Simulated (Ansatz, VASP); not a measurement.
# One calculation of CaF2, two programs

```
Ca F
1.0
     0.00000    2.79329    2.79329
     2.79329    0.00000    2.79329
     2.79329    2.79329    0.00000
Ca F
1 2
Direct
  0.00000 0.00000 0.00000
  0.25000 0.25000 0.25000
  0.75000 0.75000 0.75000
```

Alike in both runs: task single point; functional PBE; k mesh 6 × 6 × 6; no spin polarisation.

```csv
,VASP,Ansatz
version,VASP 6.6.1,Ansatz 0.2.0
potentials or method,"VASP PAW PBE potentials, release 64 (Ca_sv, F), cutoff 600 eV","plane waves, PAW"
occupations,"gaussian, width 0.01 eV",fixed
valence electrons in the cell,24,24
```

```tsv
	VASP	Ansatz	Ansatz less VASP
pressure (GPa)	-2.8	-2.9	-0.11
```
